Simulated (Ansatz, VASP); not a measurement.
## Two plane-wave programs on SrMg

Contents of INCAR:

```
SYSTEM = SrMg
PREC = Accurate
ENCUT = 520
EDIFF = 1E-6
ISMEAR = 0
SIGMA = 0.15
LREAL = .False.
LASPH = .True.
NELM = 60
ALGO = Fast
ISIF = 2
LWAVE = .False.
LCHARG = .True.
LELF = .True.
LVHAR = .True.
NBANDS = 13
```

Contents of KPOINTS:

```
Automatic mesh
0
Gamma
  12 12 12
  0 0 0
```

Contents of POSCAR:

```
SrMg
1.0
    3.9000000000      0.0000000000      0.0000000000
    0.0000000000      3.9000000000      0.0000000000
    0.0000000000      0.0000000000      3.9585000000
Sr Mg
1 1
Direct
    0.5000000000      0.5000000000      0.5000000000
    0.0000000000      0.0000000000      0.0000000000
```

Input for Ansatz:

```yaml
crystal:
  lattice:
    - [3.9, 0.0, 0.0]
    - [0.0, 3.9, 0.0]
    - [0.0, 0.0, 3.9585]
  atoms:
    - { symbol: Sr, position: [0.5, 0.5, 0.5] }
    - { symbol: Mg, position: [0.0, 0.0, 0.0] }
basis:
  ecutwfc: 420
kpoints:
  mp_grid: { grid: [12, 12, 12] }
hamiltonian:
  xc: lda
scf:
  occupations: { method: gaussian, width: 0.15 }
output:
  forces: true
  stress: true
  eigenvalues: true
```

Change from the starting cell: strain +0.000 along x and y, +0.015 along z, atoms carried along.

Alike in both runs: task single point; functional LDA; k mesh 12 × 12 × 12; occupations gaussian, width 0.15 eV; no spin polarisation.

```csv
,VASP,Ansatz
version,VASP 6.6.1,Ansatz 0.2.0
potentials or method,"VASP PAW LDA potentials, release 64 (Sr_sv, Mg), cutoff 520 eV","scalar-relativistic, plane waves, PAW"
valence electrons in the cell,12,20
```

|  | VASP | Ansatz | Ansatz less VASP |
| --- | --- | --- | --- |
| gap on the k mesh at the Fermi level (eV) | none | none | - |
| pressure (GPa) | 2.8 | 2.9 | +0.16 |
| traceless stress, the component that is largest in VASP (GPa) | -0.09 | -0.09 | +0.004 |

LDA's correlation is that of Perdew and Zunger in VASP and of Perdew and Wang (1992) in Ansatz. A gap of «none» marks a metal or a gap that the smearing closes. VASP's potentials hold 12 valence electrons a cell and Ansatz's 20, so a difference there can come from the potentials and not from the codes.
